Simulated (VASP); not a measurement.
# Al2BP3 (I-4m2) in VASP: further runs

The runs below take Al2BP3 through single point, relaxation of cell and atoms, with PBE.

Program: VASP 6.6.1. These are calculated values, not measurements. Logs are shortened: lines on timing, memory, paths and dates and some standing lists are left out, and cuts for length are marked.

### Step 1. The cell of the first run

Symmetry: I-4m2, No. 119, tetragonal system. Conventional cell: a = 3.601 Å, b = 3.601 Å, c = 15.278 Å, α = 90.00°, β = 90.00°, γ = 90.00°. Within 2.9 Å of Al (site symmetry 2mm) lie 4 P at 2.21 Å. Within 2.9 Å of B (site symmetry -4m2) lie 4 P at 2.21 Å. P (site symmetry 2mm) has 2 B at 2.21 Å and 2 Al at 2.21 Å within 2.9 Å. Within 2.9 Å of P (site symmetry -4m2) lie 4 Al at 2.21 Å.

### Step 2. Single point, PBE

The input, INCAR:

```
PREC = Accurate ; ENCUT = 520
EDIFF = 1E-7 ; ISMEAR = 0
SIGMA = 0.1 ; LREAL = False
LASPH = True ; NELM = 80
ALGO = Normal ; ISIF = 2
LWAVE = False ; LCHARG = False
GGA = PE ; NBANDS = 21
```

The input, KPOINTS:

```
regular mesh
0
Gamma
  6 6 6
```

The input, POSCAR:

```
Al2BP3
1.0
   -1.8005142900      1.8005142900      7.6389351900
    1.8005142900     -1.8005142900      7.6389351900
    1.8005142900      1.8005142900     -7.6389351900
Al B P
2 1 3
Direct
    0.8333333300      0.8333333300      0.0000000000
    0.1666666700      0.1666666700      0.0000000000
    0.5000000000      0.5000000000      0.0000000000
    0.4166666700      0.9166666700      0.5000000000
    0.0833333300      0.5833333300      0.5000000000
    0.7500000000      0.2500000000      0.5000000000
```

Potentials or basis: VASP PAW PBE potentials, release 64 (Al, B, P).

Launch:

```console
> cat potpaw_PBE.64/Al/POTCAR potpaw_PBE.64/B/POTCAR potpaw_PBE.64/P/POTCAR > POTCAR
> mpirun -np 1 vasp_std > vasp.out
```

OUTCAR:

```text
PREC = Accurate
   ENCUT = 520
   EDIFF = 1E-7
   ISMEAR = 0
   LREAL = False
   LASPH = True
   NELM = 80
   ISIF = 2
   GGA = PE

 ion  position               nearest neighbor table
   1  0.833  0.833  0.000-   6 2.21   6 2.21   4 2.21   4 2.21
   2  0.167  0.167  0.000-   6 2.21   6 2.21   5 2.21   5 2.21
   3  0.500  0.500  0.000-   5 2.21   4 2.21   5 2.21   4 2.21
   4  0.417  0.917  0.500-   3 2.21   3 2.21   1 2.21   1 2.21
   5  0.083  0.583  0.500-   3 2.21   3 2.21   2 2.21   2 2.21
   6  0.750  0.250  0.500-   1 2.21   2 2.21   1 2.21   2 2.21

  LATTYP: Found a body centered tetragonal cell.
 ALAT       =     3.6010285800
 C/A-ratio  =     4.2426406902

  Lattice vectors:

 A1 = (  -1.8005142900,   1.8005142900,   7.6389351900)
 A2 = (   1.8005142900,  -1.8005142900,   7.6389351900)
 A3 = (   1.8005142900,   1.8005142900,  -7.6389351900)

Analysis of symmetry for initial positions (statically):
=====================================================================
 Subroutine PRICEL returns:
 Original cell was already a primitive cell.

 Routine SETGRP: Setting up the symmetry group for a
 body centered tetragonal supercell.

 Subroutine GETGRP returns: Found  8 space group operations
 (whereof  8 operations were pure point group operations)
 out of a pool of 16 trial point group operations.

The static configuration has the point symmetry D_2d.

Analysis of symmetry for dynamics (positions and initial velocities):
=====================================================================
 Subroutine PRICEL returns:
 Original cell was already a primitive cell.

 Routine SETGRP: Setting up the symmetry group for a
 body centered tetragonal supercell.

 Subroutine GETGRP returns: Found  8 space group operations
 (whereof  8 operations were pure point group operations)
 out of a pool of 16 trial point group operations.

The dynamic configuration has the point symmetry D_2d.

 Subroutine INISYM returns: Found  8 space group operations
 (whereof  8 operations are pure point group operations),
 and found     1 'primitive' translations

----------------------------------------------------------------------------------------

                                     Primitive cell

  volume of cell :      99.0572

  direct lattice vectors                    reciprocal lattice vectors
    -1.800514290  1.800514290  7.638935190     0.000000000  0.277698435  0.065454149
     1.800514290 -1.800514290  7.638935190     0.277698435  0.000000000  0.065454149
     1.800514290  1.800514290 -7.638935190     0.277698435  0.277698435  0.000000000

  length of vectors
     8.052144699  8.052144699  8.052144699     0.285308020  0.285308020  0.392724893

  position of ions in fractional coordinates (direct lattice)
     0.833333330  0.833333330  0.000000000
     0.166666670  0.166666670  0.000000000
     0.500000000  0.500000000  0.000000000
     0.416666670  0.916666670  0.500000000
     0.083333330  0.583333330  0.500000000
     0.750000000  0.250000000  0.500000000

  ion indices of the primitive-cell ions
   primitive index   ion index
                 1           1
                 2           2
                 3           3
                 4           4
                 5           5
                 6           6

----------------------------------------------------------------------------------------

 KPOINTS: regular mesh

Automatic generation of k-mesh.
 Grid dimensions read from file:
 generate k-points for:    6    6    6

 Generating k-lattice:

  Cartesian coordinates                     Fractional coordinates (reciprocal lattice)
     0.000000000  0.046283072  0.010909025     0.166666667  0.000000000  0.000000000
     0.046283072  0.000000000  0.010909025     0.000000000  0.166666667  0.000000000
     0.046283072  0.046283072  0.000000000     0.000000000  0.000000000  0.166666667

  Length of vectors
     0.047551337  0.047551337  0.065454149

  Shift w.r.t. Gamma in fractional coordinates (k-lattice)
     0.000000000  0.000000000  0.000000000

 Subroutine IBZKPT returns following result:
 ===========================================

 Found     30 irreducible k-points:

 Following reciprocal coordinates:
            Coordinates               Weight
  0.000000  0.000000  0.000000      1.000000
  0.166667  0.000000  0.000000      8.000000
  0.333333  0.000000  0.000000      8.000000
  0.500000  0.000000  0.000000      4.000000
  0.166667  0.166667  0.000000      8.000000
  0.333333  0.166667 -0.000000     16.000000
[... 16 lines left out ...]
 -0.333333 -0.333333  0.166667      8.000000
 -0.166667 -0.333333  0.166667      8.000000
 [... further k-points ...]
   k-points           NKPTS =     30   k-points in BZ     NKDIM =     30   number of bands    NBANDS=     21
   number of dos      NEDOS =    301   number of ions     NIONS =      6
   total plane-waves  NPLWV = 216000
   dimension x,y,z NGX =    60 NGY =   60 NGZ =   60
[... 96 lines left out ...]
      2      -5.0352      2.00000
      3      -4.3778      2.00000
      4      -0.6247      2.00000
      5      -0.1381      2.00000
      6       1.8260      2.00000
[... 13 lines left out ...]
     20      12.3623      0.00000
     21      12.6250      0.00000

 k-point     4 :       0.5000    0.0000    0.0000
  band No.  band energies     occupation
      1      -5.1570      2.00000
      2      -4.9289      2.00000
      3      -4.7569      2.00000
      4      -0.9960      2.00000
      5      -0.0003      2.00000
      6       0.1855      2.00000
[... 13 lines left out ...]
     20      11.7144      0.00000
     21      11.7820      0.00000

 k-point     5 :       0.1667    0.1667    0.0000
  band No.  band energies     occupation
      1      -6.5241      2.00000
      2      -5.3072      2.00000
      3      -4.3495      2.00000
      4       0.0339      2.00000
      5       1.1532      2.00000
      6       2.1182      2.00000
[... 13 lines left out ...]
     20      11.5221      0.00000
     21      12.0561      0.00000

 k-point     6 :       0.3333    0.1667   -0.0000
  band No.  band energies     occupation
      1      -5.7686      2.00000
      2      -4.9955      2.00000
      3      -4.1239      2.00000
      4      -0.4238      2.00000
      5       0.1811      2.00000
      6       1.5151      2.00000
[... 13 lines left out ...]
     20      12.0081      0.00000
     21      12.2825      0.00000

 k-point     7 :       0.5000    0.1667    0.0000
  band No.  band energies     occupation
      1      -4.9527      2.00000
      2      -4.7111      2.00000
      3      -4.5573      2.00000
      4      -0.7989      2.00000
      5      -0.0565      2.00000
      6       0.4235      2.00000
[... 13 lines left out ...]
     20      12.1128      0.00000
     21      12.4109      0.00000
[... 291 lines left out ...]
      1      -4.9661      2.00000
      2      -4.7295      2.00000
      3      -3.8170      2.00000
      4      -0.4934      2.00000
      5       0.5595      2.00000
      6       0.7607      2.00000
[... 13 lines left out ...]
     20      11.6764      0.00000
     21      13.4157      0.00000

 k-point    21 :      -0.3333    0.5000    0.1667
  band No.  band energies     occupation
      1      -5.6178      2.00000
      2      -5.2713      2.00000
      3      -4.0088      2.00000
      4      -0.2684      2.00000
      5       0.5323      2.00000
      6       1.0538      2.00000
[... 13 lines left out ...]
     20      11.8537      0.00000
     21      12.4529      0.00000

 k-point    22 :      -0.1667    0.5000    0.1667
  band No.  band energies     occupation
      1      -5.9309      2.00000
      2      -5.3567      2.00000
      3      -4.1953      2.00000
      4      -0.4060      2.00000
      5       0.1864      2.00000
      6       1.2102      2.00000
[... 13 lines left out ...]
     20      12.7260      0.00000
     21      13.1957      0.00000

 k-point    23 :      -0.3333   -0.3333    0.1667
  band No.  band energies     occupation
      1      -6.3767      2.00000
      2      -5.7180      2.00000
      3      -3.9758      2.00000
      4      -0.2660      2.00000
      5       1.6641      2.00000
      6       2.0413      2.00000
[... 13 lines left out ...]
     20      12.0183      0.00000
     21      12.1495      0.00000

 k-point    24 :      -0.1667   -0.3333    0.1667
  band No.  band energies     occupation
      1      -6.7072      2.00000
      2      -5.7317      2.00000
      3      -4.2437      2.00000
      4      -0.1502      2.00000
      5       1.5930      2.00000
      6       2.2194      2.00000
[... 13 lines left out ...]
     20      11.7724      0.00000
     21      12.4409      0.00000

 [... further k-points ...]

------------------------ aborting loop because EDIFF is reached ----------------------------------------

  FORCE on cell =-STRESS in cart. coord.  units (eV):
  Direction    XX          YY          ZZ          XY          YZ          ZX
  --------------------------------------------------------------------------------------
  -------------------------------------------------------------------------------------
  Total        7.7393011      7.7393011      7.0112945      0.0000000      0.0000000     -0.0000000
  in kB      125.1775264    125.1775264    113.4025520      0.0000000      0.0000000     -0.0000000
  external PRESSURE =     121.2525349 kB  Pullay stress =       0.0000000 kB

 VOLUME and BASIS-vectors are now :
 -----------------------------------------------------------------------------
  energy-cutoff  :      520.00
  volume of cell :       99.06
      direct lattice vectors                 reciprocal lattice vectors
    -1.800514290  1.800514290  7.638935190     0.000000000  0.277698435  0.065454149
     1.800514290 -1.800514290  7.638935190     0.277698435  0.000000000  0.065454149
     1.800514290  1.800514290 -7.638935190     0.277698435  0.277698435  0.000000000

 POSITION                                       TOTAL-FORCE (eV/Angst)
 -----------------------------------------------------------------------------------
      0.00000      0.00000     12.73156         0.000000     -0.000000      0.266400
      0.00000      0.00000      2.54631         0.000000     -0.000000     -0.266400
      0.00000      0.00000      7.63894         0.000000     -0.000000     -0.000000
      1.80051      0.00000      6.36578        -0.000000      0.000000      4.075145
      1.80051     -0.00000      1.27316        -0.000000      0.000000     -4.075145
     -0.00000      1.80051      3.81947         0.000000     -0.000000     -0.000000
 -----------------------------------------------------------------------------------
    total drift:                               -0.000000      0.000000      0.000000

  FREE ENERGIE OF THE ION-ELECTRON SYSTEM (eV)
  ---------------------------------------------------
  free  energy   TOTEN  =       -31.0211026748 eV

  energy  without entropy=      -31.0211026748  energy(sigma->0) =      -31.02110267
```

Wall time 1.9 min (1 thread of Intel Xeon 6975P-C (Granite Rapids), shared host); peak memory 0.48 GiB.

Results:

- Free energy: -31.0211 eV
- Pressure: 12.1 GPa
- Largest force: 4.075 eV/Å
- Band gap on the k mesh: 1.19 eV (least direct gap 1.36 eV)

Forces on the atoms (eV/Å):
```
Al   0.000  0.000  0.266
Al   0.000  0.000 -0.266
B    0.000  0.000  0.000
P    0.000  0.000  4.075
P    0.000  0.000 -4.075
P    0.000  0.000  0.000
```

Levels at points of the mesh, in eV from the valence-band top:
```csv
k point,band 8,band 9,band 10,band 11,band 12,band 13,band 14,band 15,band 16,band 17
"(0.00, 0.00, 0.00)",-2.30,-2.30,-0.21,0.00,0.00,1.36,2.07,2.75,3.16,3.74
"(0.50, 0.00, 0.00)",-2.80,-1.38,-1.22,-1.13,-0.91,2.45,3.73,3.88,4.05,4.28
"(0.50, 0.50, 0.00)",-3.70,-3.55,-3.52,-2.81,-2.78,1.19,1.75,3.20,3.71,3.89
"(0.50, 0.50, 0.50)",-1.65,-1.36,-1.36,-0.80,-0.80,1.44,1.80,2.61,3.14,4.65
```

Caveat: the cell stands under pressure; forces of over 1 eV/Å act on the atoms, so gaps and moduli don't describe the material at rest. A k mesh can miss the band edges.

### Step 3. Single point, PBE

This run uses another cell than the first one, of 17.59 Å³/atom.

The input, INCAR:

```
ALGO = Normal
EDIFF = 1E-6
ENCUT = 520
GGA = PE
ISIF = 2
ISMEAR = 0
LASPH = T
LCHARG = T
LELF = T
LREAL = F
LVHAR = T
LWAVE = F
NBANDS = 21
NELM = 80
PREC = Accurate
SIGMA = 0.1
```

The input, KPOINTS:

```
k-points
0
Gamma
  6 6 6
```

The input, POSCAR:

```
Al2BP3
1.0
   -1.8114234283      1.8114234283      8.0424843064
    1.8114234283     -1.8114234283      8.0424843064
    1.8114234283      1.8114234283     -8.0424843064
Al B P
2 1 3
Direct
    0.8406411993      0.8406411993      0.0000000000
    0.1593588007      0.1593588007      0.0000000000
    0.5000000000      0.5000000000      0.0000000000
    0.4330736654      0.9330736654      0.5000000000
    0.0669263346      0.5669263346      0.5000000000
    0.7500000000      0.2500000000      0.5000000000
```

Potentials or basis: VASP PAW PBE potentials, release 64 (Al, B, P).

Launch:

```console
> cat potpaw_PBE.64/Al/POTCAR potpaw_PBE.64/B/POTCAR potpaw_PBE.64/P/POTCAR > POTCAR
> mpirun -np 1 vasp_std > vasp.out
```

It took 2.9 min on 1 thread of Intel Xeon 6975P-C (Granite Rapids), shared host; peak memory 0.53 GiB.

Results (log left out):

```
Free energy            : -32.3357 eV
Pressure               : 0.1 GPa
Largest force          : 0.017 eV/Å
Band gap on the k mesh : 0.90 eV (least direct gap 1.06 eV)
```

Forces in eV/Å, atoms in the order of the input:
```
Al   0.000  0.000  0.016
Al   0.000  0.000 -0.016
B    0.000  0.000  0.000
P    0.000  0.000  0.017
P    0.000  0.000 -0.017
P    0.000  0.000  0.000
```

Levels at points of the mesh, in eV from the valence-band top:
| k point | band 10 | band 11 | band 12 | band 13 | band 14 | band 15 |
| --- | --- | --- | --- | --- | --- | --- |
| (0.00, 0.00, 0.00) | -0.39 | 0.00 | 0.00 | 1.06 | 1.21 | 2.49 |
| (0.50, 0.00, 0.00) | -1.46 | -0.71 | -0.65 | 1.65 | 3.07 | 3.73 |
| (0.50, 0.50, 0.00) | -3.68 | -3.00 | -2.84 | 1.05 | 1.71 | 2.73 |
| (0.50, 0.50, 0.50) | -1.25 | -0.50 | -0.50 | 0.90 | 1.36 | 2.55 |

A k mesh can miss the band edges.

### Step 4. Relaxation of cell and atoms, PBE

The input, INCAR:

```
PREC = Accurate
ENCUT = 600
EDIFF = 1E-7
ISMEAR = 0
SIGMA = 0.1
LREAL = False
LASPH = True
NELM = 60
ALGO = Normal
ISIF = 3
LWAVE = False
LCHARG = False
GGA = PE
IBRION = 2
NSW = 90
EDIFFG = -0.04
```

The input, KPOINTS:

```
regular mesh
0
Gamma
  6 6 6
```

The input, POSCAR:

```
Al2BP3
1.0
   -1.8005142900      1.8005142900      7.6389351900
    1.8005142900     -1.8005142900      7.6389351900
    1.8005142900      1.8005142900     -7.6389351900
Al B P
2 1 3
Direct
    0.8333333300      0.8333333300      0.0000000000
    0.1666666700      0.1666666700      0.0000000000
    0.5000000000      0.5000000000      0.0000000000
    0.4166666700      0.9166666700      0.5000000000
    0.0833333300      0.5833333300      0.5000000000
    0.7500000000      0.2500000000      0.5000000000
```

Launch:

```console
> cat potpaw_PBE.64/Al/POTCAR potpaw_PBE.64/B/POTCAR potpaw_PBE.64/P/POTCAR > POTCAR
> mpirun -np 1 vasp_std > vasp.out
```

It took 14 min on 1 thread of Intel Xeon 6975P-C (Granite Rapids), shared host; peak memory 0.64 GiB.

It converged, with:

```yaml
Free_energy: -32.3364 eV
Relaxed_volume: 17.63 Å³/atom
Relaxed_cell: a = 8.447 Å, b = 8.447 Å, c = 8.447 Å, α = 155.22°, β = 155.22°, γ = 35.33°
Space_group_after_relaxing_to_0.1_Å: I-4m2 (No. 119)
Energy_gained_by_relaxing: 219.0 meV/atom
Ionic_steps: 9
Pressure_after_relaxing: -0.1 GPa
Largest_force_after_relaxing: 0.017 eV/Å
Band_gap_on_the_k_mesh: 0.89 eV (least direct gap 1.05 eV)
```

Forces on the atoms (eV/Å):
```
Al   0.000  0.000 -0.011
Al   0.000  0.000  0.011
B    0.000  0.000  0.000
P    0.000  0.000 -0.017
P    0.000  0.000  0.017
P    0.000  0.000  0.000
```

Step by step:
```tsv
step	energy change (eV)	largest force (eV/Å)	pressure (GPa)	volume (Å³)
1	0.0000	4.0758	12.13	99.06
2	-0.7852	1.2850	-8.04	118.09
3	-0.9573	1.0871	-3.62	111.79
4	-1.2183	0.7094	-1.60	108.19
5	-1.2884	0.3774	0.44	105.38
6	-1.3109	0.1561	-0.07	105.84
7	-1.3109	0.1369	-0.05	105.82
8	-1.3139	0.0407	-0.08	105.77
9	-1.3140	0.0166	-0.09	105.76
```

Final structure:
```
Al B P
1.0
    -1.81240    1.81240    8.04897
     1.81240   -1.81240    8.04897
     1.81240    1.81240   -8.04897
Al B P
2 1 3
Cartesian
  0.0000 0.0000 13.5350
  0.0000 0.0000 2.5629
  0.0000 0.0000 8.0490
  1.8124 0.0000 6.9742
  1.8124 0.0000 1.0748
  0.0000 1.8124 4.0245
```

Levels at points of the mesh, in eV from the valence-band top:
```tsv
k point	band 9	band 10	band 11	band 12	band 13	band 14	band 15	band 16
(0.00, 0.00, 0.00)	-1.58	-0.39	0.00	0.00	1.05	1.20	2.50	3.43
(0.50, 0.00, 0.00)	-2.54	-1.46	-0.71	-0.64	1.64	3.06	3.72	4.09
(0.50, 0.50, 0.00)	-3.71	-3.68	-2.99	-2.83	1.06	1.71	2.73	3.36
(0.50, 0.50, 0.50)	-1.24	-1.24	-0.50	-0.50	0.89	1.35	2.55	3.41
```

A k mesh can miss the band edges.

### Step 5. Single point, PBE

This run uses another cell than the first one, of 17.62 Å³/atom.

The input, INCAR:

```
PREC = Accurate ; ENCUT = 520
EDIFF = 1E-6 ; ISMEAR = 0
SIGMA = 0.02 ; LREAL = False
LASPH = True ; NELM = 80
ALGO = Normal ; ISIF = 2
LWAVE = False ; LCHARG = False
GGA = PE ; NBANDS = 21
```

The input, KPOINTS:

```
regular mesh
0
Gamma
  10 10 10
```

The input, POSCAR:

```
Al2BP3
1.0
   -1.8115283692      1.8115283692      8.0554755538
    1.8115283692     -1.8115283692      8.0554755538
    1.8115283692      1.8115283692     -8.0554755538
Al B P
2 1 3
Direct
    0.8407533694      0.8407533694      0.0000000000
    0.1592466306      0.1592466306      0.0000000000
    0.5000000000      0.5000000000      0.0000000000
    0.4331973748      0.9331973748      0.5000000000
    0.0668026252      0.5668026252      0.5000000000
    0.7500000000      0.2500000000      0.5000000000
```

Launch:

```console
> cat potpaw_PBE.64/Al/POTCAR potpaw_PBE.64/B/POTCAR potpaw_PBE.64/P/POTCAR > POTCAR
> mpirun -np 1 vasp_std > vasp.out
```

Wall time 7.9 min (1 thread of Intel Xeon 6975P-C (Granite Rapids), shared host); peak memory 0.64 GiB.

The run converged. Its results:

| Property | Result |
| --- | --- |
| Free energy | -32.3503 eV |
| Pressure | -0.1 GPa |
| Largest force | 0.008 eV/Å |
| Band gap on the k mesh | 0.90 eV (least direct gap 1.05 eV) |

Forces on the atoms (eV/Å):
```
Al   0.000  0.000 -0.004
Al   0.000  0.000  0.004
B    0.000  0.000  0.000
P    0.000  0.000 -0.008
P    0.000  0.000  0.008
P    0.000  0.000  0.000
```

Levels at points of the mesh, in eV from the valence-band top:
```csv
k point,band 9,band 10,band 11,band 12,band 13,band 14,band 15,band 16
"(0.00, 0.00, 0.00)",-1.58,-0.40,0.00,0.00,1.05,1.21,2.50,3.43
"(0.50, 0.00, 0.00)",-2.53,-1.47,-0.70,-0.63,1.64,3.06,3.72,4.09
"(0.50, 0.50, 0.00)",-3.71,-3.68,-3.00,-2.84,1.06,1.71,2.72,3.35
"(0.50, 0.50, 0.50)",-1.24,-1.24,-0.50,-0.50,0.90,1.36,2.55,3.42
```

A k mesh can miss the band edges.

### Step 6. Summary

```csv
task,cell,k mesh,cutoff (eV),smearing,gap on the mesh (eV),pressure (GPa),largest force (eV/Å)
single point,"a = 8.052 Å, angles 154.2, 154.2, 36.9°, 6 atoms, atomic positions A",6 × 6 × 6,520,gaussian 0.1 eV,1.19,12.1,4.08
single point,"a = 8.441 Å, angles 155.2, 155.2, 35.3°, 6 atoms, atomic positions B",6 × 6 × 6,520,gaussian 0.1 eV,0.90,0.1,0.02
relaxation of cell and atoms,"relaxed from a = 8.052 Å, angles 154.2, 154.2, 36.9°, 6 atoms, atomic positions A",6 × 6 × 6,600,gaussian 0.1 eV,0.89,-0.1,0.02
single point,"a = 8.453 Å, angles 155.3, 155.3, 35.3°, 6 atoms, atomic positions B",10 × 10 × 10,520,gaussian 0.02 eV,0.90,-0.1,0.01
```

Alike in all rows: level PBE; potentials or basis VASP PAW PBE potentials, release 64 (Al, B, P); no spin polarisation.

Caveats: the cell stands under pressure (at least some runs); forces of over 1 eV/Å act on the atoms, so gaps and moduli don't describe the material at rest (at least some runs).

Absolute energies hang on the potentials; compare differences alone.
